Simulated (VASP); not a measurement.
# GaN (P6_3mc) in VASP: single point with r2SCAN

Aim: the single point of GaN with r2SCAN.

All numbers are computed with VASP 6.6.1; they aren't measurements. Logs are shortened: lines on timing, memory, paths and dates and some standing lists are left out, and cuts for length are marked.

### 1 The cell of the first run

Symmetry: P6_3mc, No. 186, hexagonal system. The conventional cell has a = 3.151 Å, b = 3.151 Å, c = 5.131 Å, α = 90.00°, β = 90.00°, γ = 120.00°. Ga (site symmetry 3m) has 4 N at 1.93 Å within 2.6 Å. Within 2.6 Å of N (site symmetry 3m) lie 4 Ga at 1.93 Å.

### 2 Single point, r2SCAN (11.03 Å³/atom)

POSCAR

```
GaN
1.0
    3.1509943483      0.0000000000      0.0000000000
   -1.5754971741      2.7288411528      0.0000000000
    0.0000000000      0.0000000000      5.1312621142
Ga N
2 2
Direct
    0.3333333333      0.6666666667     -0.0008868499
    0.6666666667      0.3333333333      0.4991131501
    0.3333333333      0.6666666667      0.3758868499
    0.6666666667      0.3333333333      0.8758868499
```

INCAR.step1

```
ALGO = Normal
EDIFF = 1E-5
ENCUT = 1460
GGA = PE
GGA_COMPAT = F
ISMEAR = 0
LASPH = T
LCHARG = F
LREAL = F
LWAVE = T
NBANDS = 26
NELM = 120
PREC = Accurate
SIGMA = 0.01
```

INCAR.step2

```
ALGO = Normal
EDIFF = 1E-6
ENCUT = 1460
GGA_COMPAT = F
ISIF = 2
ISMEAR = 0
ISTART = 1
LASPH = T
LCHARG = T
LELF = T
LMIXTAU = T
LREAL = F
LVHAR = T
LWAVE = F
METAGGA = R2SCAN
NBANDS = 26
NELM = 120
PREC = Accurate
SIGMA = 0.01
```

KPOINTS

```
k-points
0
Gamma
  9 9 4
```

Potentials or basis: VASP PAW PBE potentials, release 64 (Ga_d, N_h).

Started as:

```bash
> cat potpaw_PBE.64/Ga_d/POTCAR potpaw_PBE.64/N_h/POTCAR > POTCAR
> cp INCAR.step1 INCAR
> mpirun -np 1 vasp_std > vasp.out
> cp INCAR.step2 INCAR
> mpirun -np 1 vasp_std > vasp.out
```

OUTCAR:

```text
EDIFF = 1E-6
   ENCUT = 1460
   ISIF = 2
   ISMEAR = 0
   ISTART = 1
   LASPH = T
   LREAL = F
   METAGGA = R2SCAN
   NELM = 120
   PREC = Accurate

 ion  position               nearest neighbor table
   1  0.333  0.667  0.999-   4 1.93   4 1.93   4 1.93   3 1.93
   2  0.667  0.333  0.499-   3 1.93   3 1.93   3 1.93   4 1.93
   3  0.333  0.667  0.376-   2 1.93   2 1.93   2 1.93   1 1.93
   4  0.667  0.333  0.876-   1 1.93   1 1.93   1 1.93   2 1.93

  LATTYP: Found a hexagonal cell.
 ALAT       =     3.1509943483
 C/A-ratio  =     1.6284580507

  Lattice vectors:

 A1 = (   3.1509943483,   0.0000000000,   0.0000000000)
 A2 = (  -1.5754971741,   2.7288411528,   0.0000000000)
 A3 = (   0.0000000000,   0.0000000000,   5.1312621142)

Analysis of symmetry for initial positions (statically):
=====================================================================
 Subroutine PRICEL returns:
 Original cell was already a primitive cell.

 Routine SETGRP: Setting up the symmetry group for a
 hexagonal supercell.

 Subroutine GETGRP returns: Found 12 space group operations
 (whereof  6 operations were pure point group operations)
 out of a pool of 24 trial point group operations.

The static configuration has the point symmetry C_3v.
 The point group associated with its full space group is C_6v.

Analysis of symmetry for dynamics (positions and initial velocities):
=====================================================================
 Subroutine PRICEL returns:
 Original cell was already a primitive cell.

 Routine SETGRP: Setting up the symmetry group for a
 hexagonal supercell.

 Subroutine GETGRP returns: Found 12 space group operations
 (whereof  6 operations were pure point group operations)
 out of a pool of 24 trial point group operations.

The dynamic configuration has the point symmetry C_3v.
 The point group associated with its full space group is C_6v.

 Subroutine INISYM returns: Found 12 space group operations
 (whereof  6 operations are pure point group operations),
 and found     1 'primitive' translations

----------------------------------------------------------------------------------------

                                     Primitive cell

  volume of cell :      44.1215

  direct lattice vectors                    reciprocal lattice vectors
     3.150994348  0.000000000  0.000000000     0.317360138  0.183227961  0.000000000
    -1.575497174  2.728841153  0.000000000     0.000000000  0.366455922  0.000000000
     0.000000000  0.000000000  5.131262114     0.000000000  0.000000000  0.194883827

  length of vectors
     3.150994348  3.150994348  5.131262114     0.366455922  0.366455922  0.194883827

  position of ions in fractional coordinates (direct lattice)
     0.333333333  0.666666667  0.999113150
     0.666666667  0.333333333  0.499113150
     0.333333333  0.666666667  0.375886850
     0.666666667  0.333333333  0.875886850

  ion indices of the primitive-cell ions
   primitive index   ion index
                 1           1
                 2           2
                 3           3
                 4           4

----------------------------------------------------------------------------------------

 KPOINTS: k-points

Automatic generation of k-mesh.
 Grid dimensions read from file:
 generate k-points for:    9    9    4

 Generating k-lattice:

  Cartesian coordinates                     Fractional coordinates (reciprocal lattice)
     0.035262238  0.020358662  0.000000000     0.111111111  0.000000000  0.000000000
     0.000000000  0.040717325  0.000000000     0.000000000  0.111111111  0.000000000
     0.000000000  0.000000000  0.048720957     0.000000000  0.000000000  0.250000000

  Length of vectors
     0.040717325  0.040717325  0.048720957

  Shift w.r.t. Gamma in fractional coordinates (k-lattice)
     0.000000000  0.000000000  0.000000000

 Subroutine IBZKPT returns following result:
 ===========================================

 Found     36 irreducible k-points:

 Following reciprocal coordinates:
            Coordinates               Weight
  0.000000  0.000000  0.000000      1.000000
  0.111111  0.000000  0.000000      6.000000
  0.222222 -0.000000  0.000000      6.000000
  0.333333  0.000000  0.000000      6.000000
  0.444444 -0.000000  0.000000      6.000000
  0.111111  0.111111  0.000000      6.000000
[... 16 lines left out ...]
  0.333333  0.222222  0.250000     24.000000
  0.333333  0.333333  0.250000      4.000000
 [... further k-points ...]
   k-points           NKPTS =     36   k-points in BZ     NKDIM =     36   number of bands    NBANDS=     26
   number of dos      NEDOS =    301   number of ions     NIONS =      4
   total plane-waves  NPLWV = 102400
   dimension x,y,z NGX =    40 NGY =   40 NGZ =   64
   dimension x,y,z NGXF=    80 NGYF=   80 NGZF=  128
   ions per type =               2   2
   NGX,Y,Z   is equivalent  to a cutoff of  21.10, 21.10, 20.74 a.u.
   NGXF,Y,Z  is equivalent  to a cutoff of  42.21, 42.21, 41.47 a.u.
 SYSTEM =  unknown system
   PREC   = accura    normal or accurate (medium, high low for compatibility)
   ISTART =      1    job   : 0-new  1-cont  2-samecut
   ICHARG =      0    charge: 1-file 2-atom 10-const
   ISPIN  =      1    spin polarized calculation?
   LNONCOLLINEAR =      F non collinear calculations
   LSORBIT =      F    spin-orbit coupling
   LASPH  =      T    aspherical Exc in radial PAW
   ENCUT  = 1460.0 eV 107.31 Ry   10.36 a.u.   9.82  9.82 15.99*2*pi/ulx,y,z
   NELM   =    120;   NELMIN=  2; NELMDL=  0     # of ELM steps
   EDIFF  = 0.1E-05   stopping-criterion for ELM
   LREAL  =      F    real-space projection
   EDIFFG = 0.1E-04   stopping-criterion for IOM
   NSW    =      0    number of steps for IOM
   IBRION =     -1    ionic relax: 0-MD 1-quasi-New 2-CG
   NFREE  =      0    steps in history (QN), initial steepest desc. (CG)
   ISIF   =      2    stress and relaxation
   ISYM   =      2    0-nonsym 1-usesym 2-fastsym
   POTIM  = 0.5000    time-step for ionic-motion
   TEBEG  =    0.0;   TEEND  =   0.0 temperature during run
   PSTRESS=    0.0 pullay stress
   NELECT =      36.0000    total number of electrons
   NUPDOWN=      -1.0000    fix difference up-down
   EMIN   =  10.00;   EMAX   =-10.00  energy-range for DOS
   EFERMI =   0.00;   METHOD = LEGACY
   ISMEAR =     0;   SIGMA  =   0.01  broadening in eV -4-tet -1-fermi 0-gaus
   EFERMI_NEDOS =   21; number of points for ismear=-14 and -15
   IALGO  =     38    algorithm
   IMIX   =      4    mixing-type and parameters
     AMIX     =   0.40;   BMIX     =  1.00
     AMIX_MAG =   1.60;   BMIX_MAG =  1.00
  volume/ion in A,a.u.               =      11.03        74.44
  Fermi-wavevector in a.u.,A,eV,Ry     =   1.529768  2.890843 31.840229  2.340191
  Thomas-Fermi vector in A             =   2.637344
   LORBIT       =      0    0 simple, 1 ext, 2 COOP (PROOUT), +10 PAW based schemes
   METAGGA = R2SCAN    functional components
   LHFCALC =     F    Hartree Fock is set to
   AEXX    =    0.0000 exact exchange contribution
   IVDW    =     0    specifies the selected vdW correction
   LEPSILON=     F    determine dielectric tensor
   LRPA    =     F    only Hartree local field effects (RPA)
 non-spin polarized calculation
 Gauss-broadening in eV      SIGMA  =   0.01
  energy-cutoff  :     1460.00
  volume of cell :       44.12
 maximum number of plane-waves:      5610
 NGX is ok and might be reduce to    40
   NGX = 19   NGY = 19   NGZ = 31

 number of electron      36.0000000 magnetization

 Free energy of the ion-electron system (eV)
  ---------------------------------------------------
  ext. energy  EPLUGINS =         0.00000000
  ---------------------------------------------------
  free energy    TOTEN  =       -43.79123779 eV

  energy without entropy =      -43.79123779  energy(sigma->0) =      -43.79123779

 E-fermi :   5.8331     XC(G=0): -12.8365

 val. band max:        5.7448830676   @ k =   0.0000   0.0000   0.0000
 cond. band min:       8.2986710111   @ k =   0.0000   0.0000   0.0000
 fundamental gap:      2.5537879435
 Fermi energy:         5.8330589471

 k-point     1 :       0.0000    0.0000    0.0000
  band No.  band energies     occupation
      1     -11.3383      2.00000
      2     -10.2389      2.00000
      3      -8.1088      2.00000
      4      -8.0924      2.00000
      5      -8.0924      2.00000
      6      -8.0173      2.00000
[... 18 lines left out ...]
     25      18.4725      0.00000
     26      18.4725      0.00000

 k-point     2 :       0.1111    0.0000    0.0000
  band No.  band energies     occupation
      1     -11.2097      2.00000
      2     -10.1999      2.00000
      3      -8.0951      2.00000
      4      -8.0726      2.00000
      5      -8.0531      2.00000
      6      -8.0003      2.00000
[... 18 lines left out ...]
     25      18.0092      0.00000
     26      18.7617      0.00000

 k-point     3 :       0.2222   -0.0000    0.0000
  band No.  band energies     occupation
      1     -10.8799      2.00000
      2     -10.1144      2.00000
      3      -8.0540      2.00000
      4      -8.0314      2.00000
      5      -7.9648      2.00000
      6      -7.9205      2.00000
[... 18 lines left out ...]
     25      18.1649      0.00000
     26      19.3711      0.00000

 k-point     4 :       0.3333    0.0000    0.0000
  band No.  band energies     occupation
      1     -10.5115      2.00000
      2     -10.0425      2.00000
      3      -8.0284      2.00000
      4      -8.0050      2.00000
      5      -7.9059      2.00000
      6      -7.8437      2.00000
[... 18 lines left out ...]
     25      18.2952      0.00000
     26      20.0715      0.00000

 k-point     5 :       0.4444   -0.0000    0.0000
  band No.  band energies     occupation
      1     -10.2863      2.00000
      2     -10.0141      2.00000
      3      -8.0272      2.00000
      4      -7.9991      2.00000
      5      -7.8819      2.00000
      6      -7.8276      2.00000
[... 18 lines left out ...]
     25      19.0779      0.00000
     26      20.2702      0.00000

 k-point     6 :       0.1111    0.1111    0.0000
  band No.  band energies     occupation
      1     -10.9800      2.00000
      2     -10.1383      2.00000
      3      -8.0611      2.00000
      4      -8.0460      2.00000
      5      -7.9825      2.00000
      6      -7.9723      2.00000
[... 427 lines left out ...]
 k-point    21 :       0.4444    0.1111    0.2500
  band No.  band energies     occupation
      1     -10.1686      2.00000
      2     -10.0190      2.00000
      3      -8.0234      2.00000
      4      -7.9797      2.00000
      5      -7.9209      2.00000
      6      -7.8235      2.00000
[... 18 lines left out ...]
     25      18.7006      0.00000
     26      20.3201      0.00000

 k-point    22 :       0.2222    0.2222    0.2500
  band No.  band energies     occupation
      1     -10.2770      2.00000
      2     -10.0419      2.00000
      3      -8.0148      2.00000
      4      -7.9760      2.00000
      5      -7.9056      2.00000
      6      -7.8821      2.00000
[... 18 lines left out ...]
     25      18.0875      0.00000
     26      20.2579      0.00000

 k-point    23 :       0.3333    0.2222    0.2500
  band No.  band energies     occupation
      1     -10.1297      2.00000
      2     -10.0211      2.00000
      3      -8.0256      2.00000
      4      -7.9526      2.00000
      5      -7.8992      2.00000
      6      -7.8416      2.00000
[... 18 lines left out ...]
     25      19.0280      0.00000
     26      20.3679      0.00000

 k-point    24 :       0.3333    0.3333    0.2500
  band No.  band energies     occupation
      1     -10.0486      2.00000
      2     -10.0486      2.00000
      3      -8.0361      2.00000
      4      -7.9069      2.00000
      5      -7.9069      2.00000
      6      -7.8372      2.00000
[... 18 lines left out ...]
     25      19.8718      0.00000
     26      20.5587      0.00000

 [... further k-points ...]
[... 5 lines left out ...]
  --------------------------------------------------------------------------------------
  -------------------------------------------------------------------------------------
  Total        2.0745320      2.0745320      2.0536147      0.0000000      0.0000000      0.0000000
  in kB       75.3321995     75.3321995     74.5726314      0.0000000      0.0000000      0.0000000
  external PRESSURE =      75.0790101 kB  Pullay stress =       0.0000000 kB

 VOLUME and BASIS-vectors are now :
 -----------------------------------------------------------------------------
  energy-cutoff  :     1460.00
  volume of cell :       44.12
      direct lattice vectors                 reciprocal lattice vectors
     3.150994348  0.000000000  0.000000000     0.317360138  0.183227961  0.000000000
    -1.575497174  2.728841153  0.000000000     0.000000000  0.366455922  0.000000000
     0.000000000  0.000000000  5.131262114     0.000000000  0.000000000  0.194883827

 POSITION                                       TOTAL-FORCE (eV/Angst)
 -----------------------------------------------------------------------------------
     -0.00000      1.81923      5.12671        -0.000000      0.000000      0.005243
      1.57550      0.90961      2.56108         0.000000     -0.000000      0.005243
     -0.00000      1.81923      1.92877        -0.000000     -0.000000     -0.005243
      1.57550      0.90961      4.49441         0.000000      0.000000     -0.005243
 -----------------------------------------------------------------------------------
    total drift:                               -0.000000      0.000000     -0.011182

  FREE ENERGIE OF THE ION-ELECTRON SYSTEM (eV)
  ---------------------------------------------------
  free  energy   TOTEN  =       -43.7912377896 eV

  energy  without entropy=      -43.7912377896  energy(sigma->0) =      -43.79123779
```

Wall time 5.3 min (1 thread of Intel Xeon 6975P-C (Granite Rapids), shared host); peak memory 0.46 GiB.

Results:

- Free energy: -43.7912 eV
- Pressure: 7.5 GPa
- Largest force: 0.005 eV/Å
- Band gap on the k mesh: 2.55 eV

Forces in eV/Å, atoms in the order of the input:
```
Ga   0.000  0.000  0.005
Ga   0.000  0.000  0.005
N    0.000  0.000 -0.005
N    0.000  0.000 -0.005
```

Caveat: the cell stands under pressure; the PAW data sets were made with another functional, which shifts forces and pressure a little.
